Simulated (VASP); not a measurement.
Here is a VASP 6.6.1 calculation.

File INCAR:

```
ALGO = Normal
EDIFF = 1E-6
ENCUT = 500
GGA = PE
GGA_COMPAT = F
ISIF = 2
ISMEAR = 0
ISPIN = 2
LASPH = T
LCHARG = F
LMAXMIX = 4
LORBIT = 11
LREAL = F
LWAVE = F
MAGMOM = 0.51
NBANDS = 16
NELM = 200
PREC = Accurate
SIGMA = 0.1
```

The input KPOINTS:

```
k-points
0
Gamma
  6 6 6
```

POSCAR

```
V
1.0
   -1.4672491755      1.4672491755      1.4672491755
    1.4672491755     -1.4672491755      1.4672491755
    1.4672491755      1.4672491755     -1.4672491755
V
1
Direct
    0.0000000000      0.0000000000      0.0000000000
```

Potentials or basis: VASP PAW PBE potentials, release 64 (V_sv).

Launch:

```console
$ cat potpaw_PBE.64/V_sv/POTCAR > POTCAR
$ mpirun -np 1 vasp_std > vasp.out
```

(1) Predict the pressure.

(2) Predict the site moments.

(3) What does it give for the net moment?

Answers

(1) 14.7 GPa.

(2) V +0.47 μB.

(3) 0.59 μB per cell.

Caveat: the k points lie up to 0.50 Å⁻¹ apart.
